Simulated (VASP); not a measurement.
# H4CO in VASP: notebook

H4CO is run at these levels: PBE+D3(BJ); tasks: single point, relaxation of the atoms.

Everything below comes from runs of VASP 6.6.1. Logs are shortened: lines on timing, memory, paths and dates and some standing lists are left out, and cuts for length are marked.

## 1. The cell of the first run

The cell holds an amorphous packing of atoms, 36 atoms: a = 8.055 Å, b = 8.055 Å, c = 8.055 Å, α = 90.00°, β = 90.00°, γ = 90.00°.

## 2. Single point, PBE+D3(BJ)

Input file INCAR:

```
PREC     = Accurate       # precision mode
ENCUT    = 520            # plane-wave cutoff, eV
EDIFF    = 1E-6           # SCF threshold, eV
ISMEAR   = -1             # smearing method
SIGMA    = 0.02           # smearing width, eV
LREAL    = Auto         
LASPH    = T              # aspherical terms in the spheres
NELM     = 100            # most SCF steps
ALGO     = Normal         # electronic algorithm
ISIF     = 2              # what is computed and relaxed
LWAVE    = F              # write WAVECAR
LCHARG   = F              # write CHGCAR
GGA      = PE             # functional
IVDW     = 12             # dispersion correction
NBANDS   = 66             # bands
```

Input file KPOINTS:

```
Automatic mesh
0
Gamma
  1 1 1
```

Input file POSCAR:

```
H4CO
1.0
    8.0548320000      0.0000000000      0.0000000000
    0.0000000000      8.0548320000      0.0000000000
    0.0000000000      0.0000000000      8.0548320000
C O H
6 6 24
Direct
    0.6702188202      0.5298806977      0.4969191164
    0.5288502603      0.2225744746      0.1248815618
   -0.0122410995     -0.0378778850      0.7785513093
    0.1819280650      0.5220593055      0.3357363630
    0.2059509124      0.5180865349      0.7868196382
    0.8678144994      0.9461153256      0.2485712924
    0.6789837454      0.3803555431      0.5831778987
    0.3557491950      0.1871299116      0.1383020776
   -0.0046928353     -0.1598295284      0.8973619810
    0.2139585282      0.5071490007      0.1633305325
    0.2891556273      0.6763641998      0.8163547049
    0.7991476421      0.7934119545      0.1912268313
    0.7835793472      0.5999131950      0.4812887469
    0.6350846299      0.3839682814      0.6907654933
    0.6246188623      0.4963976902      0.3736266629
    0.5820729719      0.6282564304      0.5314449761
    0.5378758986      0.3301993139      0.0503300379
    0.3481140265      0.0954582293      0.2186637785
    0.5728983547      0.2467587158      0.2532765426
    0.5930974103      0.1215171216      0.0716091906
   -0.1203873650     -0.0601998900      0.6966377449
    0.1137453891     -0.2089180755      0.9127192224
   -0.0174057013      0.0814914575      0.8351012163
    0.1003248733     -0.0307393128      0.7005484410
    0.2031823879      0.6476733469      0.3740735995
    0.3007263218      0.4131060710      0.1719588937
    0.0465559058      0.4872479029      0.3684124014
    0.2585777084      0.4401209113      0.4068737871
    0.2918248326      0.4157132017      0.7813074190
    0.3430239141      0.6758551885      0.9254445034
    0.1379792899      0.5082166829      0.9006271018
    0.1274762776      0.5296944741      0.6691387232
    0.8270563557      0.9659915936      0.3720375546
    0.8401664988      0.7880611290      0.0754329823
    1.0072339187      0.9461277405      0.2296013126
    0.8235553516      1.0632996442      0.1827350341
```

Potentials or basis: VASP PAW PBE potentials, release 64 (C, O, H).

Launch:

```console
> cat potpaw_PBE.64/C/POTCAR potpaw_PBE.64/O/POTCAR potpaw_PBE.64/H/POTCAR > POTCAR
> mpirun -np 1 vasp_gam > vasp.out
```

OUTCAR:

```text
PREC = Accurate
   ENCUT = 520
   EDIFF = 1E-6
   ISMEAR = -1
   LREAL = Auto
   LASPH = T
   NELM = 100
   ISIF = 2
   GGA = PE
   IVDW = 12
 IVDW          = 12

 ion  position               nearest neighbor table
   1  0.670  0.530  0.497-  13 1.08  15 1.09  16 1.10   7 1.39
   2  0.529  0.223  0.125-  20 1.06  17 1.06  19 1.11   8 1.43
   3  0.988  0.962  0.779-  23 1.06  24 1.10  21 1.11   9 1.37
   4  0.182  0.522  0.336-  28 1.07  25 1.07  27 1.16  10 1.42
   5  0.206  0.518  0.787-  31 1.07  29 1.08  32 1.14  11 1.46
   6  0.868  0.946  0.249-  33 1.06  35 1.13  36 1.14  12 1.43
   7  0.679  0.380  0.583-  14 0.94   1 1.39
   8  0.356  0.187  0.138-  18 0.98   2 1.43
   9  0.995  0.840  0.897-  22 1.04   3 1.37
  10  0.214  0.507  0.163-  26 1.03   4 1.42
  11  0.289  0.676  0.816-  30 0.98   5 1.46
  12  0.799  0.793  0.191-  34 0.99   6 1.43
  13  0.784  0.600  0.481-   1 1.08
  14  0.635  0.384  0.691-   7 0.94
  15  0.625  0.496  0.374-   1 1.09
  16  0.582  0.628  0.531-   1 1.10
  17  0.538  0.330  0.050-   2 1.06
[... 17 lines left out ...]
  35  0.007  0.946  0.230-   6 1.13
  36  0.824  0.063  0.183-   6 1.14

  LATTYP: Found a simple cubic cell.
 ALAT       =     8.0548320000

  Lattice vectors:

 A1 = (   8.0548320000,   0.0000000000,   0.0000000000)
 A2 = (   0.0000000000,   8.0548320000,   0.0000000000)
 A3 = (   0.0000000000,   0.0000000000,   8.0548320000)

Analysis of symmetry for initial positions (statically):
=====================================================================
 Subroutine PRICEL returns:
 Original cell was already a primitive cell.

 Routine SETGRP: Setting up the symmetry group for a
 simple cubic supercell.

 Subroutine GETGRP returns: Found  1 space group operations
 (whereof  1 operations were pure point group operations)
 out of a pool of 48 trial point group operations.

The static configuration has the point symmetry C_1 .

Analysis of symmetry for dynamics (positions and initial velocities):
=====================================================================
 Subroutine PRICEL returns:
 Original cell was already a primitive cell.

 Routine SETGRP: Setting up the symmetry group for a
 simple cubic supercell.

 Subroutine GETGRP returns: Found  1 space group operations
 (whereof  1 operations were pure point group operations)
 out of a pool of 48 trial point group operations.

The dynamic configuration has the point symmetry C_1 .

[... 145 lines left out ...]
   NSW    =      0    number of steps for IOM
   IBRION =     -1    ionic relax: 0-MD 1-quasi-New 2-CG
   NFREE  =      0    steps in history (QN), initial steepest desc. (CG)
   ISIF   =      2    stress and relaxation
   ISYM   =      2    0-nonsym 1-usesym 2-fastsym
   POTIM  = 0.5000    time-step for ionic-motion
   TEBEG  =    0.0;   TEEND  =   0.0 temperature during run
   PSTRESS=    0.0 pullay stress
   NELECT =      84.0000    total number of electrons
   NUPDOWN=      -1.0000    fix difference up-down
   EMIN   =  10.00;   EMAX   =-10.00  energy-range for DOS
   EFERMI =   0.00;   METHOD = LEGACY
   ISMEAR =    -1;   SIGMA  =   0.02  broadening in eV -4-tet -1-fermi 0-gaus
   EFERMI_NEDOS =   21; number of points for ismear=-14 and -15
   IALGO  =     38    algorithm
   IMIX   =      4    mixing-type and parameters
     AMIX     =   0.40;   BMIX     =  1.00
     AMIX_MAG =   1.60;   BMIX_MAG =  1.00
  volume/ion in A,a.u.               =      14.52        97.96
  Fermi-wavevector in a.u.,A,eV,Ry     =   0.890112  1.682068 10.779893  0.792300
  Thomas-Fermi vector in A             =   2.011761
   LORBIT       =      0    0 simple, 1 ext, 2 COOP (PROOUT), +10 PAW based schemes
   GGA     = PE    functional components
   LHFCALC =     F    Hartree Fock is set to
   AEXX    =    0.0000 exact exchange contribution
   IVDW    =    12    specifies the selected vdW correction
   LEPSILON=     F    determine dielectric tensor
   LRPA    =     F    only Hartree local field effects (RPA)
 non-spin polarized calculation
  energy-cutoff  :      520.00
  volume of cell :      522.60
 maximum number of plane-waves:      6999
 NGX is ok and might be reduce to    60
   NGX = 29   NGY = 29   NGZ = 29

 number of electron      84.0000000 magnetization

 Free energy of the ion-electron system (eV)
  ---------------------------------------------------
  ext. energy  EPLUGINS =         0.00000000
  ---------------------------------------------------
  free energy    TOTEN  =      -180.99199515 eV

  energy without entropy =     -180.99199515  energy(sigma->0) =     -180.99199515

 E-fermi :  -3.0472     XC(G=0):  -5.4161

 val. band max:       -3.5619296205   @ k =   0.0000   0.0000   0.0000
 cond. band min:       0.5114940279   @ k =   0.0000   0.0000   0.0000
 fundamental gap:      4.0734236484
 Fermi energy:        -3.0471599410

 k-point     1 :       0.0000    0.0000    0.0000
  band No.  band energies     occupation
      1     -23.9357      2.00000
      2     -23.5994      2.00000
      3     -23.3968      2.00000
      4     -23.0301      2.00000
      5     -22.9947      2.00000
      6     -22.6529      2.00000
[... 46 lines left out ...]
     53       3.8800      0.00000
     54       4.0070      0.00000
 [bands above 54 left out]

------------------------ aborting loop because EDIFF is reached ----------------------------------------

 Edisp (eV)   -0.94293

 E8    (eV) :    -0.2029

  FORCE on cell =-STRESS in cart. coord.  units (eV):
  Direction    XX          YY          ZZ          XY          YZ          ZX
  --------------------------------------------------------------------------------------
  -------------------------------------------------------------------------------------
  Total      -0.72531     2.84059     4.48173     0.04334     0.31181    -3.42030
  in kB      -2.22365     8.70864    13.74001     0.13288     0.95593   -10.48588
  external pressure =        6.74 kB  Pullay stress =        0.00 kB

 VOLUME and BASIS-vectors are now :
 -----------------------------------------------------------------------------
  energy-cutoff  :      520.00
  volume of cell :      522.60
      direct lattice vectors                 reciprocal lattice vectors
     8.054832000  0.000000000  0.000000000     0.124149082  0.000000000  0.000000000
     0.000000000  8.054832000  0.000000000     0.000000000  0.124149082  0.000000000
     0.000000000  0.000000000  8.054832000     0.000000000  0.000000000  0.124149082

 POSITION                                       TOTAL-FORCE (eV/Angst)
 -----------------------------------------------------------------------------------
      5.39850      4.26810      4.00260        -0.998838      1.028953     -1.404010
      4.25980      1.79280      1.00590        -0.546057      0.059882      1.913934
      7.95623      7.74973      6.27110         0.441422      0.234400     -1.667259
      1.46540      4.20510      2.70430        -2.532441     -0.066904      0.456341
      1.65890      4.17310      6.33770        -0.481317      1.286796     -0.251731
      6.99010      7.62080      2.00220         0.815733      0.796564     -1.614146
[... 28 lines left out ...]
      0.05827      7.62090      1.84940        -0.770930      0.054701      0.583022
      6.63360      0.50987      1.47190         0.165480     -0.966202      0.004372
 -----------------------------------------------------------------------------------
    total drift:                                0.017740      0.008250     -0.000500

  FREE ENERGIE OF THE ION-ELECTRON SYSTEM (eV)
  ---------------------------------------------------
  free  energy   TOTEN  =      -181.9349214943 eV

  energy  without entropy=     -181.9349214943  energy(sigma->0) =     -181.93492149
```

OSZICAR:

```text
N       E                     dE             d eps       ncg     rms          rms(c)
DAV:   1     0.635820396937E+03    0.63582E+03   -0.40326E+04   132   0.110E+03
DAV:   2    -0.112577368007E+03   -0.74840E+03   -0.70898E+03   174   0.259E+02
DAV:   3    -0.197442208757E+03   -0.84865E+02   -0.84314E+02   160   0.941E+01
DAV:   4    -0.199511614518E+03   -0.20694E+01   -0.20598E+01   176   0.167E+01
DAV:   5    -0.199559297911E+03   -0.47683E-01   -0.47632E-01   168   0.236E+00    0.241E+01
DAV:   6    -0.183879871058E+03    0.15679E+02   -0.31675E+01   160   0.188E+01    0.116E+01
DAV:   7    -0.181503524103E+03    0.23763E+01   -0.37209E+00   160   0.660E+00    0.588E+00
DAV:   8    -0.181004312133E+03    0.49921E+00   -0.13508E+00   168   0.545E+00    0.120E+00
DAV:   9    -0.180985363366E+03    0.18949E-01   -0.26976E-01   160   0.254E+00    0.678E-01
DAV:  10    -0.180989558515E+03   -0.41951E-02   -0.62884E-02   152   0.907E-01    0.342E-01
DAV:  11    -0.180989694209E+03   -0.13569E-03   -0.13778E-02   160   0.542E-01    0.220E-01
DAV:  12    -0.180991822682E+03   -0.21285E-02   -0.76097E-03   152   0.362E-01    0.721E-02
DAV:  13    -0.180991980470E+03   -0.15779E-03   -0.96398E-04   160   0.128E-01    0.481E-02
DAV:  14    -0.180992043466E+03   -0.62996E-04   -0.22235E-04   152   0.686E-02    0.210E-02
DAV:  15    -0.180992014384E+03    0.29082E-04   -0.69360E-05   152   0.414E-02    0.108E-02
DAV:  16    -0.180992000552E+03    0.13832E-04   -0.21974E-05   152   0.209E-02    0.548E-03
DAV:  17    -0.180991996028E+03    0.45232E-05   -0.32866E-06   152   0.819E-03    0.216E-03
DAV:  18    -0.180991995146E+03    0.88275E-06   -0.71257E-07   112   0.370E-03
   1 F= -.18193492E+03 E0= -.18193492E+03  d E =-.709805E-11
```

Wall time 68 s (1 thread of Intel Xeon 6975P-C, shared host); peak memory 0.44 GiB.

What came out:

- Free energy: -181.9349 eV
- Pressure: 0.7 GPa
- Largest force: 3.365 eV/Å
- Band gap on the k mesh: 4.07 eV
- Dispersion energy per atom: -0.026 eV

Forces on the atoms (eV/Å):
```
C   -0.999  1.029 -1.404
C   -0.546  0.060  1.914
C    0.441  0.234 -1.667
C   -2.532 -0.067  0.456
C   -0.481  1.287 -0.252
C    0.816  0.797 -1.614
O    0.814 -0.919 -0.798
O   -0.660 -0.637  0.338
O    1.529 -2.304  1.918
O    2.004 -1.716  0.088
O    0.603  0.579 -0.472
O   -0.032  0.473 -0.628
H    0.984 -0.204  0.090
H   -0.634  0.398  1.706
H    0.257  0.106 -0.510
H   -0.427 -0.379  0.911
H    0.355  1.163 -0.765
H   -0.285  0.409 -0.370
H    0.484  0.108 -0.475
H    0.877 -1.069 -0.660
H    0.111  0.212  0.088
H   -1.811  0.847 -0.874
H   -0.470  1.321  0.487
H   -0.039 -0.336 -0.145
H    0.085  0.904  0.451
H   -1.693  1.059 -1.148
H    1.213  0.409 -0.471
H    0.676 -0.538  0.593
H    0.583 -0.523 -0.376
H   -0.166 -0.459 -0.215
H   -1.240 -0.948  0.289
H    0.755 -0.079  1.262
H    0.067 -0.074  1.477
H   -0.032 -0.232  0.191
H   -0.771  0.055  0.583
H    0.165 -0.966  0.004
```

Stress tensor (GPa, compression positive):
```
-0.22  0.01 -1.05
 0.01  0.87  0.10
-1.05  0.10  1.37
```

Caveat: the k points lie up to 0.78 Å⁻¹ apart.

## 3. Single point, PBE+D3(BJ)

Input file INCAR:

```
SYSTEM = H4CO
ALGO = Normal
EDIFF = 1E-7
ENCUT = 520
GGA = PE
ISIF = 2
ISMEAR = -1
IVDW = 12
LASPH = .TRUE.
LCHARG = .TRUE.
LELF = .TRUE.
LREAL = Auto
LVHAR = .TRUE.
LWAVE = .FALSE.
NBANDS = 66
NELM = 100
PREC = Accurate
SIGMA = 0.02
```

Input file KPOINTS:

```
k-points
0
G
  1 1 1
  0 0 0
```

Input file POSCAR:

```
H4CO
1.0
    8.0548320000      0.0000000000      0.0000000000
    0.0000000000      8.0548320000      0.0000000000
    0.0000000000      0.0000000000      8.0548320000
C O H
6 6 24
Direct
    0.6719569074      0.5518302554      0.5059944143
    0.5149331482      0.2135612512      0.0388090031
   -0.0384117260     -0.0329988260      0.7837283261
    0.1931263123      0.5399740181      0.3433467017
    0.1735480020      0.5148959035      0.7729646006
    0.9022782846      0.9461525703      0.2546173527
    0.6427942880      0.3837944727      0.5640589400
    0.3348673194      0.1944174627      0.0485919508
    0.0023712475     -0.1186120331      0.9350288125
    0.2133874425      0.5129219331      0.1704442749
    0.2785408808      0.6506280950      0.8475285394
    0.7838524751      0.8303835511      0.1917606724
    0.7991352272      0.5877217551      0.5233504560
    0.6970598518      0.3577852400      0.6639120468
    0.6569969430      0.5427549575      0.3699146053
    0.5912600039      0.6510005423      0.5546111949
    0.5213640707      0.3428997650      0.0018870660
    0.3138612947      0.0813052339      0.0853028344
    0.5857601996      0.1864470916      0.1514494654
    0.5546608545      0.1346769244     -0.0708022216
   -0.0750108755     -0.1182768306      0.6856753809
    0.0792319443     -0.2112272484      0.8897640572
   -0.1383393223      0.0519439760      0.8149021606
    0.0696352202      0.0367605432      0.7347390982
    0.1491402924      0.6685676374      0.3715161285
    0.2170250106      0.3995117465      0.1599536775
    0.1143909643      0.4474581220      0.3980840320
    0.3204908557      0.5345735330      0.4044156352
    0.2679013045      0.4161973831      0.7788492671
    0.2955368902      0.6300565921      0.9647873475
    0.0793560933      0.4760744855      0.8645742084
    0.1345279455      0.5688635095      0.6556561329
    0.8571749231      0.9646383686      0.3850980380
    0.8285833894      0.8017796026      0.0829067571
    1.0257569618      0.8992614619      0.2410975176
    0.9011857727      1.0631134206      0.1891907864
```

Potentials or basis: VASP PAW PBE potentials, release 64 (C, O, H).

Launch:

```console
> cat potpaw_PBE.64/C/POTCAR potpaw_PBE.64/O/POTCAR potpaw_PBE.64/H/POTCAR > POTCAR
> mpirun -np 1 vasp_gam > vasp.out
```

Wall time 87 s (1 thread of Intel Xeon 6975P-C, shared host); peak memory 0.46 GiB.

The run converged. Its results:

- Free energy: -182.3033 eV
- Pressure: 0.1 GPa
- Largest force: 3.663 eV/Å
- Band gap on the k mesh: 4.28 eV
- Dispersion energy per atom: -0.026 eV

Forces in eV/Å, atoms in the order of the input:
```
C   -0.112 -0.871 -0.725
C   -0.924 -0.408 -1.745
C    0.512  0.396  0.263
C    1.972  1.297  0.788
C    2.253  0.513  2.373
C   -1.554 -0.186  1.257
O   -1.212  0.650 -1.602
O    0.270 -0.313  0.764
O    1.252 -1.714 -1.573
O   -0.554  3.339  0.101
O   -1.103  0.723 -0.889
O   -0.096 -0.139 -0.269
H    0.878  0.272  0.305
H    0.866  0.090  1.538
H   -0.180  0.249  0.237
H   -0.226 -0.371  0.265
H    0.678  0.424  0.055
H   -0.217 -0.058 -0.078
H   -0.163 -0.078  0.166
H    0.222  0.473  0.887
H   -0.428 -0.292 -0.271
H   -0.494  1.173  1.252
H   -0.318  0.276 -0.174
H   -0.126  0.078  0.209
H   -0.176 -0.607 -0.458
H    0.429 -3.532 -0.872
H   -0.630 -0.434  0.366
H   -0.908 -0.170 -0.168
H   -0.608 -0.537 -1.252
H   -0.212 -0.493  0.492
H   -0.440  0.349 -0.453
H   -0.214 -0.573 -0.163
H    0.833  0.146 -0.421
H   -0.040 -0.038 -0.311
H    1.001 -0.411  0.441
H   -0.227  0.776 -0.334
```

Stress tensor (GPa, compression positive):
```
-0.46  0.33  0.26
 0.33  0.57 -0.14
 0.26 -0.14  0.24
```

Levels at points of the mesh, in eV from the valence-band top:
| k point | band 39 | band 40 | band 41 | band 42 | band 43 | band 44 | band 45 | band 46 |
| --- | --- | --- | --- | --- | --- | --- | --- | --- |
| (0.00, 0.00, 0.00) | -0.62 | -0.55 | -0.44 | 0.00 | 4.28 | 5.07 | 5.42 | 6.02 |

Caveat: the k points lie up to 0.78 Å⁻¹ apart.

(Part 1 of 2 ends here.)
